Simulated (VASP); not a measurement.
# CsRuO4 (F-43m) in VASP: a series of runs, part 2 of 2

VASP 6.6.1. The steps go on from the part before.

## Step 3: Single point, PBE

INCAR

```
SYSTEM = CsRuO4
PREC     = Accurate       ! precision mode
ENCUT    = 520            ! plane-wave cutoff, eV
EDIFF    = 1E-6           ! SCF threshold, eV
ISMEAR   = 0              ! smearing method
SIGMA    = 0.0439         ! smearing width, eV
LREAL    = .False.        ! projectors in reciprocal space
LASPH    = .True.         ! aspherical terms in the spheres
NELM     = 100            ! most SCF steps
ALGO     = Normal         ! electronic algorithm
ISIF     = 2              ! what is computed and relaxed
LWAVE    = .False.        ! write WAVECAR
LCHARG   = .True.         ! write CHGCAR
GGA      = PE             ! functional
LELF     = .True.         ! ELF
LVHAR    = .True.       
NBANDS   = 32             ! bands
```

KPOINTS

```
Automatic mesh
0
Gamma
  4 4 4
  0 0 0
```

POSCAR

```
CsRuO4
1.0
    0.0000000000      3.7096310000      3.7096310000
    3.7096310000      0.0000000000      3.7096310000
    3.7096310000      3.7096310000      0.0000000000
Cs Ru O
1 1 4
Direct
    0.5000000000      0.5000000000      0.5000000000
    0.0000000000      0.0000000000      0.0000000000
    0.1270000000      0.1270000000      0.1270000000
    0.6190000000      0.1270000000      0.1270000000
    0.1270000000      0.1270000000      0.6190000000
    0.1270000000      0.6190000000      0.1270000000
```

Potentials or basis: VASP PAW PBE potentials, release 64 (Cs_sv, Ru_pv, O).

Run with:

```
$ cat potpaw_PBE.64/Cs_sv/POTCAR potpaw_PBE.64/Ru_pv/POTCAR potpaw_PBE.64/O/POTCAR > POTCAR
$ mpirun -np 1 vasp_std > vasp.out
```

OUTCAR:

```text
SYSTEM = CsRuO4
   PREC = Accurate
   ENCUT = 520
   EDIFF = 1E-6
   ISMEAR = 0
   LREAL = .False.
   LASPH = .True.
   NELM = 100
   ISIF = 2
   GGA = PE

 ion  position               nearest neighbor table
   1  0.500  0.500  0.500-
   2  0.000  0.000  0.000-   4 1.63   5 1.63   6 1.63   3 1.63
   3  0.127  0.127  0.127-   2 1.63
   4  0.619  0.127  0.127-   2 1.63
   5  0.127  0.127  0.619-   2 1.63
   6  0.127  0.619  0.127-   2 1.63

  LATTYP: Found a face centered cubic cell.
 ALAT       =     7.4192620000

  Lattice vectors:

 A1 = (   0.0000000000,   3.7096310000,   3.7096310000)
 A2 = (   3.7096310000,   0.0000000000,   3.7096310000)
 A3 = (   3.7096310000,   3.7096310000,   0.0000000000)

Analysis of symmetry for initial positions (statically):
=====================================================================
 Subroutine PRICEL returns:
 Original cell was already a primitive cell.

 Routine SETGRP: Setting up the symmetry group for a
 face centered cubic supercell.

 Subroutine GETGRP returns: Found 24 space group operations
 (whereof 24 operations were pure point group operations)
 out of a pool of 48 trial point group operations.

The static configuration has the point symmetry T_d .

Analysis of symmetry for dynamics (positions and initial velocities):
=====================================================================
 Subroutine PRICEL returns:
 Original cell was already a primitive cell.

 Routine SETGRP: Setting up the symmetry group for a
 face centered cubic supercell.

 Subroutine GETGRP returns: Found 24 space group operations
 (whereof 24 operations were pure point group operations)
 out of a pool of 48 trial point group operations.

The dynamic configuration has the point symmetry T_d .
[... 107 lines left out ...]
   IALGO  =     38    algorithm
   IMIX   =      4    mixing-type and parameters
     AMIX     =   0.40;   BMIX     =  1.00
     AMIX_MAG =   1.60;   BMIX_MAG =  1.00
  volume/ion in A,a.u.               =      17.02       114.83
  Fermi-wavevector in a.u.,A,eV,Ry     =   1.264057  2.388722 21.739943  1.597841
  Thomas-Fermi vector in A             =   2.397382
   LORBIT       =      0    0 simple, 1 ext, 2 COOP (PROOUT), +10 PAW based schemes
   GGA     = PE    functional components
   LHFCALC =     F    Hartree Fock is set to
   AEXX    =    0.0000 exact exchange contribution
   IVDW    =     0    specifies the selected vdW correction
   LEPSILON=     F    determine dielectric tensor
   LRPA    =     F    only Hartree local field effects (RPA)
 non-spin polarized calculation
 Gauss-broadening in eV      SIGMA  =   0.04
  energy-cutoff  :      520.00
  volume of cell :      102.10
 maximum number of plane-waves:      2786
 NGX is ok and might be reduce to    40
   NGX = 19   NGY = 19   NGZ = 19

 number of electron      46.9999997 magnetization

 Free energy of the ion-electron system (eV)
  ---------------------------------------------------
  ext. energy  EPLUGINS =         0.00000000
  ---------------------------------------------------
  free energy    TOTEN  =       -34.53399411 eV

  energy without entropy =      -34.51935906  energy(sigma->0) =      -34.52667658

 E-fermi :   3.9853     XC(G=0):  -9.2848

 val. band max:        3.9042042889   @ k =  -0.2500   0.5000   0.2500
 cond. band min:       3.9914577535   @ k =   0.5000   0.2500   0.0000
 fundamental gap:      0.0872534647
 Fermi energy:         3.9853451667

 k-point     1 :       0.0000    0.0000    0.0000
  band No.  band energies     occupation
      1     -43.4642      2.00000
      2     -43.4642      2.00000
      3     -43.4642      2.00000
      4     -17.9347      2.00000
      5     -16.4088      2.00000
      6     -15.8946      2.00000
[... 269 lines left out ...]
     31       9.5376      0.00000
     32      10.5737      0.00000

------------------------ aborting loop because EDIFF is reached ----------------------------------------

  FORCE on cell =-STRESS in cart. coord.  units (eV):
  Direction    XX          YY          ZZ          XY          YZ          ZX
  --------------------------------------------------------------------------------------
  -------------------------------------------------------------------------------------
  Total       19.2787349     19.2787349     19.2787349     -0.0000000      0.0000000     -0.0000000
  in kB      302.5289792    302.5289792    302.5289792     -0.0000000      0.0000000     -0.0000000
  external PRESSURE =     302.5289792 kB  Pullay stress =       0.0000000 kB

 VOLUME and BASIS-vectors are now :
 -----------------------------------------------------------------------------
  energy-cutoff  :      520.00
  volume of cell :      102.10
      direct lattice vectors                 reciprocal lattice vectors
     0.000000000  3.709631000  3.709631000    -0.134784295  0.134784295  0.134784295
     3.709631000  0.000000000  3.709631000     0.134784295 -0.134784295  0.134784295
     3.709631000  3.709631000  0.000000000     0.134784295  0.134784295 -0.134784295

 POSITION                                       TOTAL-FORCE (eV/Angst)
 -----------------------------------------------------------------------------------
      3.70963      3.70963      3.70963        -0.000000     -0.000000      0.000000
      0.00000      0.00000      0.00000        -0.000000     -0.000000     -0.000000
      0.94225      0.94225      0.94225         3.391476      3.391476      3.391476
      0.94225      2.76738      2.76738         3.391476     -3.391476     -3.391476
      2.76738      2.76738      0.94225        -3.391476     -3.391476      3.391476
      2.76738      0.94225      2.76738        -3.391476      3.391476     -3.391476
 -----------------------------------------------------------------------------------
    total drift:                               -0.000001     -0.000001     -0.000001

  FREE ENERGIE OF THE ION-ELECTRON SYSTEM (eV)
  ---------------------------------------------------
  free  energy   TOTEN  =       -34.5339941092 eV

  energy  without entropy=      -34.5193590562  energy(sigma->0) =      -34.52667658
```

OSZICAR:

```text
N       E                     dE             d eps       ncg     rms          rms(c)
DAV:   1     0.380296262702E+03    0.38030E+03   -0.25290E+04   552   0.136E+03
DAV:   2    -0.222015415816E+02   -0.40250E+03   -0.38304E+03   672   0.349E+02
DAV:   3    -0.458115378625E+02   -0.23610E+02   -0.23416E+02   584   0.870E+01
DAV:   4    -0.461055148590E+02   -0.29398E+00   -0.29342E+00   648   0.101E+01
DAV:   5    -0.461094716728E+02   -0.39568E-02   -0.39562E-02   600   0.109E+00    0.820E+01
DAV:   6    -0.381136644566E+02    0.79958E+01   -0.54090E+01   520   0.754E+01    0.224E+01
DAV:   7    -0.352582209538E+02    0.28554E+01   -0.23482E+01   512   0.536E+01    0.219E+01
DAV:   8    -0.345357524850E+02    0.72247E+00   -0.17043E+00   544   0.131E+01    0.450E+00
DAV:   9    -0.345290142834E+02    0.67382E-02   -0.13425E-01   640   0.274E+00    0.111E+00
DAV:  10    -0.345332810814E+02   -0.42668E-02   -0.23059E-02   512   0.104E+00    0.858E-01
DAV:  11    -0.345333198962E+02   -0.38815E-04   -0.14923E-03   608   0.252E-01    0.274E-01
DAV:  12    -0.345340131625E+02   -0.69327E-03   -0.12718E-03   528   0.216E-01    0.589E-02
DAV:  13    -0.345339996650E+02    0.13497E-04   -0.10409E-04   632   0.736E-02    0.522E-02
DAV:  14    -0.345339944711E+02    0.51940E-05   -0.37087E-05   576   0.393E-02    0.112E-02
DAV:  15    -0.345339941092E+02    0.36188E-06   -0.33687E-06   568   0.155E-02
   1 F= -.34533994E+02 E0= -.34526677E+02  d E =-.146351E-01
```

It took 43 s on 1 thread of Intel Xeon 6975P-C, shared host; peak memory 0.25 GiB.

Results:

| Quantity | Value |
| --- | --- |
| Free energy | -34.5340 eV |
| Pressure | 30.3 GPa |
| Largest force | 5.874 eV/Å |

Forces on the atoms (eV/Å):
```
Cs   0.000  0.000  0.000
Ru   0.000  0.000  0.000
O    3.391  3.391  3.391
O    3.391 -3.391 -3.391
O   -3.391 -3.391  3.391
O   -3.391  3.391 -3.391
```

Caveat: the k points lie up to 0.37 Å⁻¹ apart; spin-orbit coupling is left out, which moves the levels of the heavy elements; an odd number of electrons without spin polarisation forces a metal; a magnetic or distorted state may lie lower.

## Step 4: Single point, PBE

INCAR

```
PREC = Accurate ; ENCUT = 520
EDIFF = 1E-6 ; ISMEAR = 0
SIGMA = 0.0439 ; LREAL = False
LASPH = True ; NELM = 80
ALGO = Normal ; ISIF = 2
LWAVE = False ; LCHARG = True
GGA = PE ; LELF = True
LVHAR = True ; ISYM = 0
NBANDS = 32
```

KPOINTS

```
regular mesh
0
Gamma
  4 4 4
```

POSCAR is that of step 3.

Run with:

```
$ cat potpaw_PBE.64/Cs_sv/POTCAR potpaw_PBE.64/Ru_pv/POTCAR potpaw_PBE.64/O/POTCAR > POTCAR
$ mpirun -np 1 vasp_std > vasp.out
```

Run time: 2.5 min. Hardware: 1 thread of Intel Xeon 6975P-C, shared host; peak memory 0.3 GiB.

It converged, with:

```yaml
Free_energy: -34.5340 eV
Pressure: 30.3 GPa
Largest_force: 5.874 eV/Å
```

Forces on the atoms (eV/Å):
```
Cs   0.000  0.000  0.000
Ru   0.000  0.000  0.000
O    3.391  3.391  3.391
O    3.391 -3.391 -3.391
O   -3.391 -3.391  3.391
O   -3.391  3.391 -3.391
```

Levels at points of the mesh, in eV from the Fermi level:
| k point | band 20 | band 21 | band 22 | band 23 | band 24 | band 25 | band 26 | band 27 |
| --- | --- | --- | --- | --- | --- | --- | --- | --- |
| (0.00, 0.00, 0.00) | -5.06 | -3.61 | -3.61 | -3.61 | -0.25 | -0.25 | 1.99 | 2.97 |
| (0.50, 0.00, 0.00) | -4.40 | -4.40 | -4.29 | -3.60 | 0.29 | 0.29 | 1.71 | 2.85 |
| (0.00, 0.50, 0.00) | -4.40 | -4.40 | -4.29 | -3.60 | 0.29 | 0.29 | 1.71 | 2.85 |
| (0.00, 0.00, 0.50) | -4.40 | -4.40 | -4.29 | -3.60 | 0.29 | 0.29 | 1.71 | 2.85 |
| (0.50, 0.50, 0.50) | -4.40 | -4.40 | -4.29 | -3.60 | 0.29 | 0.29 | 1.71 | 2.85 |
| (0.50, 0.50, 0.00) | -4.22 | -4.22 | -3.84 | -3.84 | -0.19 | 0.54 | 1.87 | 2.60 |
| (0.00, 0.50, 0.50) | -4.22 | -4.22 | -3.84 | -3.84 | -0.19 | 0.54 | 1.87 | 2.60 |
| (0.50, 0.00, 0.50) | -4.22 | -4.22 | -3.84 | -3.84 | -0.19 | 0.54 | 1.87 | 2.60 |

Caveat: the k points lie up to 0.37 Å⁻¹ apart; spin-orbit coupling is left out, which moves the levels of the heavy elements; an odd number of electrons without spin polarisation forces a metal; a magnetic or distorted state may lie lower.
